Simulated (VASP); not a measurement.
Here is a VASP 6.6.1 calculation.

The input INCAR:

```
PREC     = Accurate       # precision mode
ENCUT    = 520            # plane-wave cutoff, eV
EDIFF    = 1E-7           # SCF threshold, eV
ISMEAR   = -1             # smearing method
SIGMA    = 0.05           # smearing width, eV
LREAL    = F              # projectors in reciprocal space
LASPH    = T              # aspherical terms in the spheres
NELM     = 150            # most SCF steps
ALGO     = Normal         # electronic algorithm
ISIF     = 2              # what is computed and relaxed
LWAVE    = F              # write WAVECAR
LCHARG   = F              # write CHGCAR
ISPIN    = 2              # spin polarisation
MAGMOM   = 4 0            # initial moments
LORBIT   = 11             # projections on sites
LMAXMIX  = 4              # l up to which the mixer works
GGA      = PE             # functional
NBANDS   = 20             # bands
```

Contents of KPOINTS:

```
Automatic mesh
0
Gamma
  10 10 10
```

POSCAR

```
MnS
1.0
    0.0000000000      2.7764694758      2.7764694758
    2.7764694758      0.0000000000      2.7764694758
    2.7764694758      2.7764694758      0.0000000000
Mn S
1 1
Direct
    0.0000000000      0.0000000000      0.0000000000
    0.7500000000      0.7500000000      0.7500000000
```

Potentials or basis: VASP PAW PBE potentials, release 64 (Mn_pv, S).

Run with:

```console
$ cat potpaw_PBE.64/Mn_pv/POTCAR potpaw_PBE.64/S/POTCAR > POTCAR
$ mpirun -np 1 vasp_std > vasp.out
```

(1) Estimate the pressure.

(2) Predict the site moments.

(3) What does it give for the net moment?

Results:

(1) 2.2 GPa.

(2) Mn +4.28; S +0.08 μB.

(3) 4.86 μB per cell.

Caveat: a cell with one magnetic atom can't hold antiferromagnetic order, which such compounds often take.
